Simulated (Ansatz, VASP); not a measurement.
## Two plane-wave programs on AlFe

```xyz
2
Lattice="2.8700 0.0000 0.0000 0.0000 2.8700 0.0000 0.0000 0.0000 2.8700" Properties=species:S:1:pos:R:3 pbc="T T T"
Fe    0.0346    0.0346    0.0346
Al    1.4350    1.4350    1.4350
```

Alike in both runs: task single point; functional HSE06; k mesh 4 × 4 × 4; occupations fermi-dirac, width 0.1 eV; no spin polarisation.

|  | VASP | Ansatz |
| --- | --- | --- |
| version | VASP 6.6.1 | Ansatz 0.2.0 development build |
| potentials or method | VASP PAW PBE potentials, release 64 (Fe_sv, Al) | plane waves, PAW datasets (generated soft set 1) |
| plane-wave cutoff (eV) | 510 | 420 |
| valence electrons in the cell | 19 | 19 |

Ansatz gave:

* rms of the force components (eV/Å): 0.251

Task: Which values does VASP return?

Result: rms of the force components (eV/Å): 0.250.

Atom by atom the forces differ by 0.000 eV/Å (rms over components). Ansatz's warnings: filled band counts differ across k points, stress exchange threshold loose, stress scf threshold loose.

The k mesh is coarse, so the values compare programs but aren't converged.
